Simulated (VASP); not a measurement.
Input of a VASP 6.6.1 run:

The input INCAR:

```
ALGO = Normal
EDIFF = 1E-6
ENCUT = 520
GGA = CA
ISIF = 2
ISMEAR = -1
LASPH = True
LCHARG = True
LELF = True
LREAL = False
LVHAR = True
LWAVE = False
NBANDS = 11
NELM = 80
PREC = Accurate
SIGMA = 0.1
```

Contents of KPOINTS:

```
k-points
0
Gamma
  14 14 14
```

File POSCAR:

```
AlN
1.0
    0.0000000000      2.1711430940      2.1711430940
    2.1711430940      0.0000000000      2.1711430940
    2.1711430940      2.1711430940      0.0000000000
Al N
1 1
Direct
    0.0000000000      0.0000000000      0.0000000000
    0.2500000000      0.2500000000      0.2500000000
```

Potentials or basis: VASP PAW LDA potentials, release 64 (Al, N).

The run is started by

```console
$ cat potpaw_LDA.64/Al/POTCAR potpaw_LDA.64/N/POTCAR > POTCAR
$ mpirun -np 1 vasp_std > vasp.out
```

**Question.** Predict the pressure.

**Answer.** 0.6 GPa.

**Question.** Predict the band gap on the k mesh.

**Answer.** 3.23 eV, indirect (least direct gap 4.39 eV).

A k mesh can miss the band edges. As with any semilocal functional, this LDA gap is likely too small.
